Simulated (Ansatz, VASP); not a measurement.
## One calculation of Lu, two programs

```
Lu
1.0
    -1.95411    1.95411    1.95411
     1.95411   -1.95411    1.95411
     1.95411    1.95411   -1.95411
Lu
1
Direct
  0.00000 0.00000 0.00000
```

Alike in both runs: task single point; functional LDA; k mesh 14 × 14 × 14; occupations gaussian, width 0.05 eV; collinear spin.

|  | VASP | Ansatz |
| --- | --- | --- |
| version | VASP 6.6.1 | Ansatz 0.2.0 |
| potentials or method | VASP PAW PBE potentials, release 64 (Lu), cutoff 520 eV | scalar-relativistic, plane waves, PAW |
| valence electrons in the cell | 25 | 25 |

```tsv
	VASP	Ansatz	Ansatz less VASP
pressure (GPa)	-5.4	-5.3	+0.07
net moment per atom (μB)	0.00	0.00	0.000
```

VASP's potentials were made for PBE, not for LDA. LDA's correlation is that of Perdew and Zunger in VASP and of Perdew and Wang (1992) in Ansatz. Ansatz's warnings: seeded moment not kept.

Neither program's run includes spin-orbit coupling.
